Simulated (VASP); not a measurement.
# K (Im-3m) in VASP: further runs

The runs below take K through single point, with r2SCAN.

All numbers are computed with VASP 6.6.1; they aren't measurements. Logs are shortened: lines on timing, memory, paths and dates and some standing lists are left out, and cuts for length are marked.

**1. The cell of the first run**

Symmetry: Im-3m, No. 229, cubic system. The conventional cell has a = 5.340 Å, b = 5.340 Å, c = 5.340 Å, α = 90.00°, β = 90.00°, γ = 90.00°.

**2. Single point, r2SCAN**

File POSCAR:

```
K
1.0
   -2.6699463634      2.6699463634      2.6699463634
    2.6699463634     -2.6699463634      2.6699463634
    2.6699463634      2.6699463634     -2.6699463634
K
1
Direct
    0.0000000000      0.0000000000      0.0000000000
```

File INCAR.step1:

```
PREC     = Accurate       # precision mode
ENCUT    = 520            # plane-wave cutoff, eV
ISMEAR   = -1             # smearing method
SIGMA    = 0.1            # smearing width, eV
LREAL    = F              # projectors in reciprocal space
LASPH    = T              # aspherical terms in the spheres
NELM     = 100            # most SCF steps
NBANDS   = 10             # bands
GGA      = PE             # functional
ALGO     = Normal         # electronic algorithm
EDIFF    = 1E-4           # SCF threshold, eV
LWAVE    = T              # write WAVECAR
LCHARG   = F              # write CHGCAR
```

File INCAR.step2:

```
PREC     = Accurate       # precision mode
ENCUT    = 520            # plane-wave cutoff, eV
EDIFF    = 1E-7           # SCF threshold, eV
ISMEAR   = -1             # smearing method
SIGMA    = 0.1            # smearing width, eV
LREAL    = F              # projectors in reciprocal space
LASPH    = T              # aspherical terms in the spheres
NELM     = 100            # most SCF steps
ALGO     = Normal         # electronic algorithm
ISIF     = 2              # what is computed and relaxed
LWAVE    = F              # write WAVECAR
LCHARG   = F              # write CHGCAR
METAGGA  = R2SCAN         # meta-GGA
LMIXTAU  = T            
NBANDS   = 10             # bands
ISTART   = 1
```

File KPOINTS:

```
regular mesh
0
Gamma
  2 2 2
```

Potentials or basis: VASP PAW PBE potentials, release 64 (K_sv).

Run with:

```bash
$ cat potpaw_PBE.64/K_sv/POTCAR > POTCAR
$ cp INCAR.step1 INCAR
$ mpirun -np 1 vasp_std > vasp.out
$ cp INCAR.step2 INCAR
$ mpirun -np 1 vasp_std > vasp.out
```

OUTCAR:

```text
PREC = Accurate
   ENCUT = 520
   EDIFF = 1E-7
   ISMEAR = -1
   LREAL = F
   LASPH = T
   NELM = 100
   ISIF = 2
   METAGGA = R2SCAN
   ISTART = 1

 ion  position               nearest neighbor table
   1  0.000  0.000  0.000-

  LATTYP: Found a body centered cubic cell.
 ALAT       =     5.3398927268

  Lattice vectors:

 A1 = (  -2.6699463634,   2.6699463634,   2.6699463634)
 A2 = (   2.6699463634,  -2.6699463634,   2.6699463634)
 A3 = (   2.6699463634,   2.6699463634,  -2.6699463634)

Analysis of symmetry for initial positions (statically):
=====================================================================
 Subroutine PRICEL returns:
 Original cell was already a primitive cell.

 Routine SETGRP: Setting up the symmetry group for a
 body centered cubic supercell.

 Subroutine GETGRP returns: Found 48 space group operations
 (whereof 48 operations were pure point group operations)
 out of a pool of 48 trial point group operations.

The static configuration has the point symmetry O_h .

Analysis of symmetry for dynamics (positions and initial velocities):
=====================================================================
 Subroutine PRICEL returns:
 Original cell was already a primitive cell.

 Routine SETGRP: Setting up the symmetry group for a
 body centered cubic supercell.

 Subroutine GETGRP returns: Found 48 space group operations
 (whereof 48 operations were pure point group operations)
 out of a pool of 48 trial point group operations.

The dynamic configuration has the point symmetry O_h .

 Subroutine INISYM returns: Found 48 space group operations
 (whereof 48 operations are pure point group operations),
 and found     1 'primitive' translations

----------------------------------------------------------------------------------------

                                     Primitive cell

  volume of cell :      76.1321

  direct lattice vectors                    reciprocal lattice vectors
    -2.669946363  2.669946363  2.669946363     0.000000000  0.187269680  0.187269680
     2.669946363 -2.669946363  2.669946363     0.187269680  0.000000000  0.187269680
     2.669946363  2.669946363 -2.669946363     0.187269680  0.187269680  0.000000000

  length of vectors
     4.624482755  4.624482755  4.624482755     0.264839321  0.264839321  0.264839321

  position of ions in fractional coordinates (direct lattice)
     0.000000000  0.000000000  0.000000000

  ion indices of the primitive-cell ions
   primitive index   ion index
                 1           1

----------------------------------------------------------------------------------------

 KPOINTS: regular mesh

Automatic generation of k-mesh.
 Grid dimensions read from file:
 generate k-points for:    2    2    2

 Generating k-lattice:

  Cartesian coordinates                     Fractional coordinates (reciprocal lattice)
     0.000000000  0.093634840  0.093634840     0.500000000  0.000000000  0.000000000
     0.093634840  0.000000000  0.093634840     0.000000000  0.500000000  0.000000000
     0.093634840  0.093634840  0.000000000     0.000000000  0.000000000  0.500000000

  Length of vectors
     0.132419660  0.132419660  0.132419660

  Shift w.r.t. Gamma in fractional coordinates (k-lattice)
     0.000000000  0.000000000  0.000000000

 Subroutine IBZKPT returns following result:
 ===========================================

 Found      3 irreducible k-points:

 Following reciprocal coordinates:
            Coordinates               Weight
  0.000000  0.000000  0.000000      1.000000
  0.500000  0.000000  0.000000      6.000000
  0.500000  0.500000  0.500000      1.000000
   k-points           NKPTS =      3   k-points in BZ     NKDIM =      3   number of bands    NBANDS=     10
   number of dos      NEDOS =    301   number of ions     NIONS =      1
   total plane-waves  NPLWV =  46656
   dimension x,y,z NGX =    36 NGY =   36 NGZ =   36
   dimension x,y,z NGXF=    72 NGYF=   72 NGZF=   72
   ions per type =               1
   NGX,Y,Z   is equivalent  to a cutoff of  12.94, 12.94, 12.94 a.u.
   NGXF,Y,Z  is equivalent  to a cutoff of  25.88, 25.88, 25.88 a.u.
 SYSTEM =  unknown system
   PREC   = accura    normal or accurate (medium, high low for compatibility)
   ISTART =      1    job   : 0-new  1-cont  2-samecut
   ICHARG =      0    charge: 1-file 2-atom 10-const
   ISPIN  =      1    spin polarized calculation?
   LNONCOLLINEAR =      F non collinear calculations
   LSORBIT =      F    spin-orbit coupling
   LASPH  =      T    aspherical Exc in radial PAW
   ENCUT  =  520.0 eV  38.22 Ry    6.18 a.u.   8.60  8.60  8.60*2*pi/ulx,y,z
   NELM   =    100;   NELMIN=  2; NELMDL=  0     # of ELM steps
   EDIFF  = 0.1E-06   stopping-criterion for ELM
   LREAL  =      F    real-space projection
   EDIFFG = 0.1E-05   stopping-criterion for IOM
   NSW    =      0    number of steps for IOM
   IBRION =     -1    ionic relax: 0-MD 1-quasi-New 2-CG
   NFREE  =      0    steps in history (QN), initial steepest desc. (CG)
   ISIF   =      2    stress and relaxation
   ISYM   =      2    0-nonsym 1-usesym 2-fastsym
   POTIM  = 0.5000    time-step for ionic-motion
   TEBEG  =    0.0;   TEEND  =   0.0 temperature during run
   PSTRESS=    0.0 pullay stress
   NELECT =       9.0000    total number of electrons
   NUPDOWN=      -1.0000    fix difference up-down
   EMIN   =  10.00;   EMAX   =-10.00  energy-range for DOS
   EFERMI =   0.00;   METHOD = LEGACY
   ISMEAR =    -1;   SIGMA  =   0.10  broadening in eV -4-tet -1-fermi 0-gaus
   EFERMI_NEDOS =   21; number of points for ismear=-14 and -15
   IALGO  =     38    algorithm
   IMIX   =      4    mixing-type and parameters
     AMIX     =   0.40;   BMIX     =  1.00
     AMIX_MAG =   1.60;   BMIX_MAG =  1.00
  volume/ion in A,a.u.               =      76.13       513.76
  Fermi-wavevector in a.u.,A,eV,Ry     =   0.803464  1.518327  8.783303  0.645555
  Thomas-Fermi vector in A             =   1.911336
   LORBIT       =      0    0 simple, 1 ext, 2 COOP (PROOUT), +10 PAW based schemes
   METAGGA = R2SCAN    functional components
   LHFCALC =     F    Hartree Fock is set to
   AEXX    =    0.0000 exact exchange contribution
   IVDW    =     0    specifies the selected vdW correction
   LEPSILON=     F    determine dielectric tensor
   LRPA    =     F    only Hartree local field effects (RPA)
 non-spin polarized calculation
  energy-cutoff  :      520.00
  volume of cell :       76.13
 maximum number of plane-waves:      2093
 NGX is ok and might be reduce to    36
   NGX = 17   NGY = 17   NGZ = 17

 number of electron       9.0000001 magnetization

 Free energy of the ion-electron system (eV)
  ---------------------------------------------------
  ext. energy  EPLUGINS =         0.00000000
  ---------------------------------------------------
  free energy    TOTEN  =        -5.43848576 eV

  energy without entropy =       -5.27064099  energy(sigma->0) =       -5.35456338

 E-fermi :   0.3706     XC(G=0):  -5.7876

 val. band max:       -2.3596297898   @ k =   0.0000   0.0000   0.0000
 cond. band min:       0.4637445607   @ k =   0.5000   0.0000   0.0000
 fundamental gap:      2.8233743504
 Fermi energy:         0.3706367863

 k-point     1 :       0.0000    0.0000    0.0000
  band No.  band energies     occupation
      1     -33.7799      2.00000
      2     -16.4590      2.00000
      3     -16.4590      2.00000
      4     -16.4590      2.00000
      5      -2.3596      2.00000
      6       4.6106      0.00000
      7       4.6106      0.00000
      8       4.6106      0.00000
      9       5.5424      0.00000
     10       5.5424      0.00000

 k-point     2 :       0.5000    0.0000    0.0000
  band No.  band energies     occupation
      1     -33.7764      2.00000
      2     -16.5188      2.00000
      3     -16.4787      2.00000
      4     -16.4590      2.00000
      5       0.4637      0.56541
      6       0.4988      0.43459
      7       3.3598      0.00000
      8       5.2476      0.00000
      9       6.0928      0.00000
     10       6.1262      0.00000

 k-point     3 :       0.5000    0.5000    0.5000
  band No.  band energies     occupation
      1     -33.7737      2.00000
      2     -16.5014      2.00000
      3     -16.5014      2.00000
      4     -16.5014      2.00000
      5       1.6409      0.00001
      6       1.6409      0.00001
      7       3.6030      0.00000
      8       3.6030      0.00000
      9       3.6030      0.00000
     10       6.1206      0.00000

------------------------ aborting loop because EDIFF is reached ----------------------------------------

  FORCE on cell =-STRESS in cart. coord.  units (eV):
  Direction    XX          YY          ZZ          XY          YZ          ZX
  --------------------------------------------------------------------------------------
  -------------------------------------------------------------------------------------
  Total        0.2568618      0.2568618      0.2568618     -0.0000000     -0.0000000     -0.0000000
  in kB        5.4055824      5.4055824      5.4055824     -0.0000000     -0.0000000     -0.0000000
  external PRESSURE =       5.4055824 kB  Pullay stress =       0.0000000 kB

 VOLUME and BASIS-vectors are now :
 -----------------------------------------------------------------------------
  energy-cutoff  :      520.00
  volume of cell :       76.13
      direct lattice vectors                 reciprocal lattice vectors
    -2.669946363  2.669946363  2.669946363     0.000000000  0.187269680  0.187269680
     2.669946363 -2.669946363  2.669946363     0.187269680  0.000000000  0.187269680
     2.669946363  2.669946363 -2.669946363     0.187269680  0.187269680  0.000000000

 POSITION                                       TOTAL-FORCE (eV/Angst)
 -----------------------------------------------------------------------------------
      0.00000      0.00000      0.00000         0.000000      0.000000      0.000000
 -----------------------------------------------------------------------------------
    total drift:                               -0.000000      0.000000      0.000000

  FREE ENERGIE OF THE ION-ELECTRON SYSTEM (eV)
  ---------------------------------------------------
  free  energy   TOTEN  =        -5.4384857635 eV

  energy  without entropy=       -5.2706409940  energy(sigma->0) =       -5.35456338
```

Run time: 27 s. Hardware: 1 thread of Intel Xeon 6975P-C, shared host; peak memory 0.21 GiB.

Results:

```
Free energy : -5.4385 eV
Pressure    : 0.5 GPa
```

Caveat: the k points lie up to 0.83 Å⁻¹ apart; the PAW data sets were made with another functional, which shifts forces and pressure a little.

**3. Single point, r2SCAN**

POSCAR is that of step 2.

File INCAR.step1:

```
SYSTEM = K
PREC = Accurate
ENCUT = 520
ISMEAR = -1
SIGMA = 0.1
LREAL = .FALSE.
LASPH = .TRUE.
NELM = 80
NBANDS = 10
GGA = PE
ALGO = Normal
EDIFF = 1E-4
LWAVE = .TRUE.
LCHARG = .FALSE.
```

File INCAR.step2:

```
SYSTEM = K
PREC = Accurate
ENCUT = 520
EDIFF = 1E-6
ISMEAR = -1
SIGMA = 0.1
LREAL = .FALSE.
LASPH = .TRUE.
NELM = 80
ALGO = Normal
ISIF = 2
LWAVE = .FALSE.
LCHARG = .TRUE.
METAGGA = R2SCAN
LMIXTAU = .TRUE.
LELF = .TRUE.
LVHAR = .TRUE.
NBANDS = 10
ISTART = 1
```

File KPOINTS:

```
regular mesh
0
G
  3 3 3
  0 0 0
```

Potentials or basis: VASP PAW PBE potentials, release 64 (K_sv).

Run with:

```bash
$ cat potpaw_PBE.64/K_sv/POTCAR > POTCAR
$ cp INCAR.step1 INCAR
$ mpirun -np 1 vasp_std > vasp.out
$ cp INCAR.step2 INCAR
$ mpirun -np 1 vasp_std > vasp.out
```

Wall time 22 s (1 thread of Intel Xeon 6975P-C, shared host); peak memory 0.21 GiB.

It converged, with:

```yaml
Free_energy: -6.1167 eV
Pressure: -0.1 GPa
```

Levels at points of the mesh, in eV from the Fermi level:
```csv
k point,band 1,band 2,band 3,band 4,band 5,band 6,band 7,band 8
"(0.00, 0.00, 0.00)",-33.73,-16.41,-16.41,-16.41,-2.31,4.66,4.66,4.66
```

Caveat: the k points lie up to 0.55 Å⁻¹ apart; the PAW data sets were made with another functional, which shifts forces and pressure a little.
